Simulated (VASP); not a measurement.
Se:

```
Se
1.0
     3.13603    0.00000    0.00000
    -1.56802    2.71588    0.00000
     0.00000    0.00000   10.24227
Se
4
Direct
  0.00000 0.00000 0.00000
  0.00000 0.00000 0.50000
  0.33333 0.66667 0.25000
  0.66667 0.33333 0.75000
```

This isn't the form of Se at room conditions, which is trigonal, of chains.

```yaml
Program: VASP 6.6.1
Task: relaxation of cell and atoms
Functional: r2SCAN
Potentials_or_basis: VASP PAW PBE potentials, release 64 (Se)
Cutoff: 600 eV
k_mesh: 12 × 12 × 3
Occupations: fermi-dirac, width 0.1 eV
Spin: no spin polarisation
```

At the start: pressure -4.1 GPa; volume 21.81 Å³/atom.

**Question.** Where does the relaxation end?

**Answer.** Over 29 steps the energy falls by 499.0 meV/atom and the volume is 22.32 Å³/atom (+2.3 %); space group P6_3/mmc (No. 194, to 0.1 Å) before and after.

Step by step:
| step | energy change (eV) | largest force (eV/Å) | pressure (GPa) | volume (Å³) |
| --- | --- | --- | --- | --- |
| 1 | 0.0000 | 0.0000 | -4.12 | 87.23 |
| 2 | -0.1023 | 0.0000 | 1.02 | 80.34 |
| 3 | -0.1024 | 0.0000 | 0.79 | 80.57 |
| 4 | -0.1861 | 0.0000 | 1.61 | 79.69 |
| 5 | -0.6774 | 0.0000 | 6.08 | 76.65 |
| 6 | -0.5087 | 0.0000 | 30.20 | 68.55 |
| 7 | -1.0063 | 0.0000 | 13.25 | 73.52 |
| 8 | -0.8400 | 0.0000 | 23.90 | 70.16 |
| 9 | -1.0267 | 0.0000 | 17.17 | 72.15 |
| 10 | -1.0188 | 0.0000 | 17.90 | 71.92 |
| 11 | -1.0228 | 0.0000 | 18.00 | 71.91 |
| 12 | -1.0330 | 0.0000 | 18.34 | 71.87 |
| 13 | -1.0455 | 0.0000 | 19.03 | 71.79 |
| 14 | -1.0397 | 0.0000 | 20.55 | 71.60 |
| 15 | -1.0473 | 0.0000 | 19.83 | 71.70 |
| 16 | -1.0675 | 0.0000 | 19.53 | 71.86 |
| 17 | -1.1264 | 0.0000 | 18.64 | 72.34 |
| 18 | -1.2369 | 0.0000 | 16.93 | 73.30 |
| 19 | -1.4303 | 0.0000 | 13.78 | 75.25 |
| 20 | -1.7174 | 0.0000 | 8.37 | 79.22 |
| 21 | -1.9676 | 0.0000 | 0.47 | 87.48 |
| 22 | -1.9749 | 0.0000 | -0.69 | 89.10 |
| 23 | -1.9749 | 0.0000 | -0.94 | 89.47 |
| 24 | -1.9786 | 0.0000 | -0.88 | 89.48 |
| 25 | -1.9875 | 0.0000 | -0.69 | 89.53 |
| 26 | -1.9958 | 0.0000 | -0.29 | 89.59 |
| 27 | -1.9958 | 0.0000 | -0.25 | 89.59 |
| 28 | -1.9961 | 0.0000 | -0.10 | 89.38 |
| 29 | -1.9961 | 0.0000 | -0.02 | 89.26 |

Final structure:
```cif
data_structure
_symmetry_space_group_name_H-M 'P 1'
_symmetry_Int_Tables_number 1
_cell_length_a 3.7676
_cell_length_b 3.7676
_cell_length_c 7.2613
_cell_angle_alpha 90.000
_cell_angle_beta 90.000
_cell_angle_gamma 120.000
_cell_volume 89.26
loop_
_atom_site_label
_atom_site_type_symbol
_atom_site_fract_x
_atom_site_fract_y
_atom_site_fract_z
_atom_site_occupancy
Se1 Se 0.00000 0.00000 0.00000 1
Se2 Se 0.00000 0.00000 0.50000 1
Se3 Se 0.33333 0.66667 0.25000 1
Se4 Se 0.66667 0.33333 0.75000 1
```

Caveat: a cell axis changed by over 15 % at a fixed basis, so the end point is rough; the PAW data sets were made with another functional, which shifts forces and pressure a little.
